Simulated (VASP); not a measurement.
# Pt (P6_3/mmc) in VASP: further runs

Pt is run at these levels: PBEsol; tasks: single point.

Program: VASP 6.6.1. These are calculated values, not measurements. Logs are shortened: lines on timing, memory, paths and dates and some standing lists are left out, and cuts for length are marked.

## 1. The cell of the first run

The structure is hexagonal, space group P6_3/mmc (No. 194). The conventional cell has a = 2.598 Å, b = 2.598 Å, c = 4.550 Å, α = 90.00°, β = 90.00°, γ = 120.00°. Within 3.4 Å of Pt (site symmetry -6m2) lie 12 Pt at 2.60 to 2.72 Å.

This isn't the form of Pt at room conditions, which is fcc.

## 2. Single point, PBEsol

File INCAR:

```
ALGO     = Normal         # electronic algorithm
EDIFF    = 1E-7           # SCF threshold, eV
ENCUT    = 520            # plane-wave cutoff, eV
GGA      = PS             # functional
ISIF     = 2              # what is computed and relaxed
ISMEAR   = 0              # smearing method
LASPH    = T              # aspherical terms in the spheres
LCHARG   = F              # write CHGCAR
LREAL    = F              # projectors in reciprocal space
LWAVE    = F              # write WAVECAR
NBANDS   = 17             # bands
NELM     = 80             # most SCF steps
PREC     = Accurate       # precision mode
SIGMA    = 0.15           # smearing width, eV
```

File KPOINTS:

```
k-points
0
Gamma
  18 18 10
```

File POSCAR:

```
Pt
1.0
    2.5980000000      0.0000000000      0.0000000000
   -1.2990000000      2.2499339990      0.0000000000
    0.0000000000      0.0000000000      4.5500000000
Pt
2
Direct
    0.6666666667      0.3333333333      0.7500000000
    0.3333333333      0.6666666667      0.2500000000
```

Potentials or basis: VASP PAW PBE potentials, release 64 (Pt).

On the command line:

```
> cat potpaw_PBE.64/Pt/POTCAR > POTCAR
> mpirun -np 1 vasp_std > vasp.out
```

OUTCAR:

```text
EDIFF = 1E-7
   ENCUT = 520
   GGA = PS
   ISIF = 2
   ISMEAR = 0
   LASPH = T
   LREAL = F
   NELM = 80
   PREC = Accurate

 ion  position               nearest neighbor table
   1  0.667  0.333  0.750-   2 2.72   2 2.72   2 2.72   2 2.72   2 2.72   2 2.72
   2  0.333  0.667  0.250-   1 2.72   1 2.72   1 2.72   1 2.72   1 2.72   1 2.72

  LATTYP: Found a hexagonal cell.
 ALAT       =     2.5980000000
 C/A-ratio  =     1.7513471901

  Lattice vectors:

 A1 = (   2.5980000000,   0.0000000000,   0.0000000000)
 A2 = (  -1.2990000000,   2.2499339990,   0.0000000000)
 A3 = (   0.0000000000,   0.0000000000,   4.5500000000)

Analysis of symmetry for initial positions (statically):
=====================================================================
 Subroutine PRICEL returns:
 Original cell was already a primitive cell.

 Routine SETGRP: Setting up the symmetry group for a
 hexagonal supercell.

 Subroutine GETGRP returns: Found 24 space group operations
 (whereof 12 operations were pure point group operations)
 out of a pool of 24 trial point group operations.

The static configuration has the point symmetry D_3d.
 The point group associated with its full space group is D_6h.

Analysis of symmetry for dynamics (positions and initial velocities):
=====================================================================
 Subroutine PRICEL returns:
 Original cell was already a primitive cell.

 Routine SETGRP: Setting up the symmetry group for a
 hexagonal supercell.

 Subroutine GETGRP returns: Found 24 space group operations
 (whereof 12 operations were pure point group operations)
 out of a pool of 24 trial point group operations.

The dynamic configuration has the point symmetry D_3d.
 The point group associated with its full space group is D_6h.

 Subroutine INISYM returns: Found 24 space group operations
 (whereof 12 operations are pure point group operations),
 and found     1 'primitive' translations

----------------------------------------------------------------------------------------

                                     Primitive cell

  volume of cell :      26.5962

  direct lattice vectors                    reciprocal lattice vectors
     2.598000000  0.000000000  0.000000000     0.384911470  0.222228741  0.000000000
    -1.299000000  2.249933999  0.000000000     0.000000000  0.444457482  0.000000000
     0.000000000  0.000000000  4.550000000     0.000000000  0.000000000  0.219780220

  length of vectors
     2.598000000  2.598000000  4.550000000     0.444457482  0.444457482  0.219780220

  position of ions in fractional coordinates (direct lattice)
     0.666666667  0.333333333  0.750000000
     0.333333333  0.666666667  0.250000000

  ion indices of the primitive-cell ions
   primitive index   ion index
                 1           1
                 2           2

----------------------------------------------------------------------------------------

 KPOINTS: k-points

Automatic generation of k-mesh.
 Grid dimensions read from file:
 generate k-points for:   18   18   10

 Generating k-lattice:

  Cartesian coordinates                     Fractional coordinates (reciprocal lattice)
     0.021383971  0.012346041  0.000000000     0.055555556 -0.000000000  0.000000000
     0.000000000  0.024692082  0.000000000     0.000000000  0.055555556  0.000000000
     0.000000000  0.000000000  0.021978022     0.000000000  0.000000000  0.100000000

  Length of vectors
     0.024692082  0.024692082  0.021978022

  Shift w.r.t. Gamma in fractional coordinates (k-lattice)
     0.000000000  0.000000000  0.000000000

 Subroutine IBZKPT returns following result:
 ===========================================

 Found    222 irreducible k-points:

 Following reciprocal coordinates:
            Coordinates               Weight
  0.000000  0.000000  0.000000      1.000000
  0.055556 -0.000000  0.000000      6.000000
  0.111111 -0.000000  0.000000      6.000000
  0.166667  0.000000  0.000000      6.000000
  0.222222 -0.000000  0.000000      6.000000
  0.277778 -0.000000  0.000000      6.000000
[... 16 lines left out ...]
  0.333333  0.111111  0.000000     12.000000
  0.388889  0.111111  0.000000     12.000000
 [... further k-points ...]
   k-points           NKPTS =    222   k-points in BZ     NKDIM =    222   number of bands    NBANDS=     17
   number of dos      NEDOS =    301   number of ions     NIONS =      2
   total plane-waves  NPLWV =  14400
   dimension x,y,z NGX =    20 NGY =   20 NGZ =   36
   dimension x,y,z NGXF=    40 NGYF=   40 NGZF=   72
   ions per type =               2
   NGX,Y,Z   is equivalent  to a cutoff of  12.80, 12.80, 13.15 a.u.
   NGXF,Y,Z  is equivalent  to a cutoff of  25.60, 25.60, 26.31 a.u.
 SYSTEM =  unknown system
   PREC   = accura    normal or accurate (medium, high low for compatibility)
   ISTART =      0    job   : 0-new  1-cont  2-samecut
   ICHARG =      2    charge: 1-file 2-atom 10-const
   ISPIN  =      1    spin polarized calculation?
   LNONCOLLINEAR =      F non collinear calculations
   LSORBIT =      F    spin-orbit coupling
   LASPH  =      T    aspherical Exc in radial PAW
   ENCUT  =  520.0 eV  38.22 Ry    6.18 a.u.   4.83  4.83  8.46*2*pi/ulx,y,z
   NELM   =     80;   NELMIN=  2; NELMDL= -5     # of ELM steps
   EDIFF  = 0.1E-06   stopping-criterion for ELM
   LREAL  =      F    real-space projection
   EDIFFG = 0.1E-05   stopping-criterion for IOM
   NSW    =      0    number of steps for IOM
   IBRION =     -1    ionic relax: 0-MD 1-quasi-New 2-CG
   NFREE  =      0    steps in history (QN), initial steepest desc. (CG)
   ISIF   =      2    stress and relaxation
   ISYM   =      2    0-nonsym 1-usesym 2-fastsym
   POTIM  = 0.5000    time-step for ionic-motion
   TEBEG  =    0.0;   TEEND  =   0.0 temperature during run
   PSTRESS=    0.0 pullay stress
   NELECT =      20.0000    total number of electrons
   NUPDOWN=      -1.0000    fix difference up-down
   EMIN   =  10.00;   EMAX   =-10.00  energy-range for DOS
   EFERMI =   0.00;   METHOD = LEGACY
   ISMEAR =     0;   SIGMA  =   0.15  broadening in eV -4-tet -1-fermi 0-gaus
   EFERMI_NEDOS =   21; number of points for ismear=-14 and -15
   IALGO  =     38    algorithm
   IMIX   =      4    mixing-type and parameters
     AMIX     =   0.40;   BMIX     =  1.00
[... 28 lines left out ...]

 E-fermi :  13.6539     XC(G=0): -14.3757

 val. band max:       13.6531950822   @ k =   0.2778   0.1111   0.4000
 cond. band min:      13.6563871494   @ k =   0.0556  -0.0000   0.2000
 fundamental gap:      0.0031920672
 Fermi energy:        13.6538825749

 k-point     1 :       0.0000    0.0000    0.0000
  band No.  band energies     occupation
      1       1.8952      2.00000
      2       4.6516      2.00000
      3       8.3636      2.00000
      4       9.1270      2.00000
      5       9.1270      2.00000
      6       9.6044      2.00000
[... 9 lines left out ...]
     16      30.7961      0.00000
     17      36.7012      0.00000

 k-point     2 :       0.0556   -0.0000    0.0000
  band No.  band energies     occupation
      1       2.0302      2.00000
      2       4.7805      2.00000
      3       8.3676      2.00000
      4       9.0963      2.00000
      5       9.2388      2.00000
      6       9.5249      2.00000
[... 9 lines left out ...]
     16      31.0441      0.00000
     17      35.4163      0.00000

 k-point     3 :       0.1111   -0.0000    0.0000
  band No.  band energies     occupation
      1       2.4232      2.00000
      2       5.1426      2.00000
      3       8.2960      2.00000
      4       9.0793      2.00000
      5       9.3670      2.00000
      6       9.5696      2.00000
[... 9 lines left out ...]
     16      31.6874      0.00000
     17      33.7627      0.00000

 k-point     4 :       0.1667    0.0000    0.0000
  band No.  band energies     occupation
      1       3.0340      2.00000
      2       5.6402      2.00000
      3       8.1197      2.00000
      4       8.8834      2.00000
      5       9.1575      2.00000
      6       9.5670      2.00000
[... 9 lines left out ...]
     16      32.1292      0.00000
     17      32.5607      0.00000

 k-point     5 :       0.2222   -0.0000    0.0000
  band No.  band energies     occupation
      1       3.7827      2.00000
      2       6.0240      2.00000
      3       8.1153      2.00000
      4       8.2765      2.00000
      5       8.6118      2.00000
      6      10.1348      2.00000
[... 9 lines left out ...]
     16      31.7813      0.00000
     17      32.6092      0.00000

 k-point     6 :       0.2778   -0.0000    0.0000
  band No.  band energies     occupation
      1       4.5282      2.00000
      2       6.0304      2.00000
      3       7.5298      2.00000
      4       8.3598      2.00000
      5       8.6729      2.00000
      6       9.9416      2.00000
[... 9 lines left out ...]
     16      30.2618      0.00000
     17      32.9594      0.00000

 k-point     7 :       0.3333   -0.0000    0.0000
  band No.  band energies     occupation
      1       5.0751      2.00000
      2       5.8110      2.00000
      3       6.9334      2.00000
      4       8.5374      2.00000
      5       9.3034      2.00000
      6       9.5990      2.00000
[... 9 lines left out ...]
     16      28.8219      0.00000
     17      31.2268      0.00000

 k-point     8 :       0.3889   -0.0000    0.0000
  band No.  band energies     occupation
      1       5.3062      2.00000
      2       5.6001      2.00000
      3       6.4991      2.00000
      4       8.9671      2.00000
      5       9.3356      2.00000
      6       9.7388      2.00000
[... 9 lines left out ...]
     16      27.7212      0.00000
     17      28.4776      0.00000
[... 203 lines left out ...]
      1       3.3921      2.00000
      2       5.9628      2.00000
      3       7.8860      2.00000
      4       8.8167      2.00000
      5       8.8953      2.00000
      6       9.4318      2.00000
[... 9 lines left out ...]
     16      31.0858      0.00000
     17      31.7166      0.00000

 k-point    20 :       0.1667    0.1111    0.0000
  band No.  band energies     occupation
      1       4.1368      2.00000
      2       6.4273      2.00000
      3       7.6789      2.00000
      4       8.1038      2.00000
      5       8.6857      2.00000
      6       9.6970      2.00000
[... 9 lines left out ...]
     16      30.6040      0.00000
     17      32.0487      0.00000

 k-point    21 :       0.2222    0.1111    0.0000
  band No.  band energies     occupation
      1       4.9104      2.00000
      2       6.4715      2.00000
      3       7.4661      2.00000
      4       7.8695      2.00000
      5       8.6784      2.00000
      6       9.3856      2.00000
[... 9 lines left out ...]
     16      29.6737      0.00000
     17      32.5806      0.00000

 k-point    22 :       0.2778    0.1111    0.0000
  band No.  band energies     occupation
      1       5.5103      2.00000
      2       6.2193      2.00000
      3       6.9425      2.00000
      4       8.2566      2.00000
      5       9.0671      2.00000
      6       9.1739      2.00000
[... 9 lines left out ...]
     16      28.9038      0.00000
     17      31.4564      0.00000

 k-point    23 :       0.3333    0.1111    0.0000
  band No.  band energies     occupation
      1       5.7746      2.00000
      2       5.9870      2.00000
      3       6.5553      2.00000
      4       8.7835      2.00000
      5       9.0671      2.00000
      6       9.5655      2.00000
[... 9 lines left out ...]
     16      28.3103      0.00000
     17      29.1818      0.00000

 k-point    24 :       0.3889    0.1111    0.0000
  band No.  band energies     occupation
      1       5.7308      2.00000
      2       5.9336      2.00000
      3       6.3180      2.00000
      4       9.0605      2.00000
      5       9.3597      2.00000
      6       9.4651      2.00000
[... 9 lines left out ...]
     16      27.3457      0.00000
     17      27.9079      0.00000

 [... further k-points ...]

------------------------ aborting loop because EDIFF is reached ----------------------------------------

  FORCE on cell =-STRESS in cart. coord.  units (eV):
  Direction    XX          YY          ZZ          XY          YZ          ZX
  --------------------------------------------------------------------------------------
  -------------------------------------------------------------------------------------
  Total        9.3859530      9.3859530      7.1888726      0.0000000      0.0000000      0.0000000
  in kB      565.4167028    565.4167028    433.0629675      0.0000000      0.0000000      0.0000000
  external PRESSURE =     521.2987910 kB  Pullay stress =       0.0000000 kB

 VOLUME and BASIS-vectors are now :
 -----------------------------------------------------------------------------
  energy-cutoff  :      520.00
  volume of cell :       26.60
      direct lattice vectors                 reciprocal lattice vectors
     2.598000000  0.000000000  0.000000000     0.384911470  0.222228741  0.000000000
    -1.299000000  2.249933999  0.000000000     0.000000000  0.444457482  0.000000000
     0.000000000  0.000000000  4.550000000     0.000000000  0.000000000  0.219780220

 POSITION                                       TOTAL-FORCE (eV/Angst)
 -----------------------------------------------------------------------------------
      1.29900      0.74998      3.41250         0.000000      0.000000      0.000000
     -0.00000      1.49996      1.13750        -0.000000      0.000000      0.000000
 -----------------------------------------------------------------------------------
    total drift:                               -0.000000      0.000000     -0.000000

  FREE ENERGIE OF THE ION-ELECTRON SYSTEM (eV)
  ---------------------------------------------------
  free  energy   TOTEN  =       -13.2902130121 eV

  energy  without entropy=      -13.2594103501  energy(sigma->0) =      -13.27481168
```

It took 31 s on 1 thread of Intel Xeon 6975P-C (Granite Rapids), shared host; peak memory 0.2 GiB.

What came out:

```
Free energy            : -13.2902 eV
Pressure               : 52.1 GPa
Band gap on the k mesh : zero (bands 10 and 11 overlap by 1.77 eV)
```

Caveat: the stress differs along the axes, from 43 to 57 GPa; the PAW data sets were made with another functional, which shifts forces and pressure a little; spin-orbit coupling is left out, which moves the levels of the heavy elements.

## 3. Single point, PBEsol

This run uses another cell than the first one, of 13.53 Å³/atom.

File INCAR:

```
SYSTEM = Pt
  ALGO = Fast
  EDIFF = 1E-6
  ENCUT = 520
  GGA = PS
  ISIF = 2
  ISMEAR = 0
  LASPH = .True.
  LCHARG = .True.
  LELF = .True.
  LREAL = .False.
  LVHAR = .True.
  LWAVE = .False.
  NBANDS = 17
  NELM = 60
  PREC = Accurate
  SIGMA = 0.15
```

File KPOINTS:

```
k-points
0
Gamma
  18 18 10
  0 0 0
```

File POSCAR:

```
Pt
1.0
    2.5344000000      0.0000000000      0.0000000000
   -1.2672000000      2.1948547833      0.0000000000
    0.0000000000      0.0000000000      4.8638000000
Pt
2
Direct
    0.6666666667      0.3333333333      0.7500000000
    0.3333333333      0.6666666667      0.2500000000
```

Potentials or basis: VASP PAW PBE potentials, release 64 (Pt).

On the command line:

```
> cat potpaw_PBE.64/Pt/POTCAR > POTCAR
> mpirun -np 1 vasp_std > vasp.out
```

Run time: 46 s. Hardware: 1 thread of Intel Xeon 6975P-C (Granite Rapids), shared host; peak memory 0.2 GiB.

The run converged. Its results:

- Free energy: -13.0778 eV
- Pressure: 53.0 GPa
- Band gap on the k mesh: zero (bands 10 and 11 overlap by 2.10 eV)

Stress tensor (GPa, compression positive):
```
72.39  0.00  0.00
 0.00 72.39  0.00
 0.00  0.00 14.34
```

Levels at points of the mesh, in eV from the Fermi level:
| k point | band 6 | band 7 | band 8 | band 9 | band 10 | band 11 | band 12 | band 13 | band 14 | band 15 |
| --- | --- | --- | --- | --- | --- | --- | --- | --- | --- | --- |
| (0.00, 0.00, 0.00) | -4.15 | -4.15 | -2.19 | -1.44 | -1.44 | -0.07 | -0.07 | 4.35 | 13.91 | 15.30 |
| (0.50, 0.00, 0.00) | -3.17 | -2.89 | -0.23 | 1.12 | 1.26 | 2.75 | 4.48 | 8.56 | 8.73 | 11.11 |
| (0.00, 0.00, 0.50) | -4.37 | -4.37 | -4.37 | -0.65 | -0.65 | -0.65 | -0.65 | 10.76 | 10.76 | 15.78 |
| (0.50, 0.00, 0.50) | -1.90 | -1.22 | -1.22 | 1.19 | 1.19 | 1.67 | 1.67 | 8.38 | 8.38 | 13.60 |

Caveat: the stress differs along the axes, from 14 to 72 GPa; the PAW data sets were made with another functional, which shifts forces and pressure a little; spin-orbit coupling is left out, which moves the levels of the heavy elements.

## 4. Single point, PBEsol

This run uses another cell than the first one, of 13.53 Å³/atom.

File INCAR:

```
ALGO = Fast
EDIFF = 1E-7
ENCUT = 520
GGA = PS
ISIF = 2
ISMEAR = 0
LASPH = True
LCHARG = False
LREAL = False
LWAVE = False
NBANDS = 17
NELM = 100
PREC = Accurate
SIGMA = 0.15
```

File KPOINTS:

```
k-points
0
Gamma
  18 18 10
```

File POSCAR:

```
Pt
1.0
    2.5980000000      0.0000000000      0.0000000000
   -1.2990000000      2.2499339990      0.0000000000
    0.0000000000      0.0000000000      4.6285000000
Pt
2
Direct
    0.6666666667      0.3333333333      0.7500000000
    0.3333333333      0.6666666667      0.2500000000
```

On the command line:

```
> cat potpaw_PBE.64/Pt/POTCAR > POTCAR
> mpirun -np 1 vasp_std > vasp.out
```

It took 54 s on 1 thread of Intel Xeon 6975P-C (Granite Rapids), shared host; peak memory 0.2 GiB.

It converged, with:

| Item | Value |
| --- | --- |
| Free energy | -13.3971 eV |
| Pressure | 44.3 GPa |
| Band gap on the k mesh | zero (bands 10 and 11 overlap by 1.76 eV) |

Stress tensor (GPa, compression positive):
```
50.80  0.00  0.00
 0.00 50.80  0.00
 0.00  0.00 31.27
```

Levels at points of the mesh, in eV from the Fermi level:
```tsv
k point	band 7	band 8	band 9	band 10	band 11	band 12	band 13	band 14
(0.00, 0.00, 0.00)	-3.98	-2.09	-2.09	-1.71	-0.23	-0.23	5.39	14.86
(0.50, 0.00, 0.00)	-3.31	-0.03	0.60	0.83	2.64	4.36	8.15	9.33
(0.00, 0.00, 0.50)	-4.37	-4.37	-0.93	-0.93	-0.93	-0.93	12.36	12.36
(0.50, 0.00, 0.50)	-1.26	-1.26	0.73	0.73	1.65	1.65	7.84	7.84
```

Caveat: the stress differs along the axes, from 31 to 51 GPa; the PAW data sets were made with another functional, which shifts forces and pressure a little; spin-orbit coupling is left out, which moves the levels of the heavy elements.

## 5. Overview

```csv
cell,gap on the mesh (eV),pressure (GPa)
"a = 2.598, b = 2.598, c = 4.550 Å, angles 90.0, 90.0, 120.0°, 2 atoms",none,52.1
"a = 2.534, b = 2.534, c = 4.864 Å, angles 90.0, 90.0, 120.0°, 2 atoms",none,53.0
"a = 2.598, b = 2.598, c = 4.628 Å, angles 90.0, 90.0, 120.0°, 2 atoms",none,44.3
```

Alike in all rows: task single point; level PBEsol; potentials or basis VASP PAW PBE potentials, release 64 (Pt); no spin polarisation; k mesh 18 × 18 × 10; cutoff (eV) 520; smearing gaussian 0.15 eV.

Caveats: the PAW data sets were made with another functional, which shifts forces and pressure a little; spin-orbit coupling is left out, which moves the levels of the heavy elements; the stress differs along the axes, from 43 to 57 GPa (at least some runs); the stress differs along the axes, from 14 to 72 GPa (at least some runs); the stress differs along the axes, from 31 to 51 GPa (at least some runs).

Absolute energies hang on the potentials; compare differences alone.

The gap in the log of VASP goes by the Fermi energy; the results here count the filled bands.